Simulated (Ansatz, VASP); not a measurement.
PbS: VASP beside Ansatz

File POSCAR:

```
PbS
1.0
    1.9641500000      1.1340025312      3.7269333333
   -1.9641500000      1.1340025312      3.7269333333
    0.0000000000     -2.2680050625      3.7269333333
Pb S
1 1
Direct
    0.9781509158      0.9781509158      0.9781509158
    0.4774504142      0.4774504142      0.4774504142
```

The input INCAR.step1:

```
ALGO = Normal
EDIFF = 1E-4
ENCUT = 520
GGA = PE
ISMEAR = 0
LASPH = T
LCHARG = F
LREAL = F
LWAVE = T
NBANDS = 17
NELM = 60
PREC = Accurate
SIGMA = 0.05
```

File INCAR.step2:

```
ALGO = Normal
EDIFF = 1E-6
ENCUT = 520
ISIF = 2
ISMEAR = 0
ISTART = 1
LASPH = T
LCHARG = F
LMIXTAU = T
LREAL = F
LWAVE = F
METAGGA = R2SCAN
NBANDS = 17
NELM = 60
PREC = Accurate
SIGMA = 0.05
```

Contents of KPOINTS:

```
k-points
0
Gamma
  9 9 9
```

Input for Ansatz:

```yaml
crystal:
  lattice:
    - [1.96415, 1.1340025312, 3.7269333333]
    - [-1.96415, 1.1340025312, 3.7269333333]
    - [0.0, -2.2680050625, 3.7269333333]
  atoms:
    - { symbol: Pb, position: [0.9781509158, 0.9781509158, 0.9781509158] }
    - { symbol: S, position: [0.4774504142, 0.4774504142, 0.4774504142] }
basis:
  ecutwfc: 500
kpoints:
  mp_grid: { grid: [9, 9, 9] }
hamiltonian:
  xc: r2scan
scf:
  occupations: { method: gaussian, width: 0.05 }
output:
  forces: true
  stress: true
  eigenvalues: true
```

Alike in both runs: task single point; functional r2SCAN; k mesh 9 × 9 × 9; occupations gaussian, width 0.05 eV; no spin polarisation.

|  | VASP | Ansatz |
| --- | --- | --- |
| version | VASP 6.6.1 | Ansatz 0.2.0 |
| potentials or method | VASP PAW PBE potentials, release 64 (Pb_d, S), cutoff 520 eV | scalar-relativistic, plane waves, PAW |
| valence electrons in the cell | 20 | 20 |

```csv
,VASP,Ansatz,Ansatz less VASP
gap on the k mesh at the Fermi level (eV),none,none,-
pressure (GPa),3.8,3.8,+0.01
"traceless stress, the component that is largest in VASP (GPa)",-4.78,-4.78,+0.002
```

VASP's potentials were made for PBE, not for r2SCAN. A gap of «none» marks a metal or a gap that the smearing closes.

Neither program's run includes spin-orbit coupling.
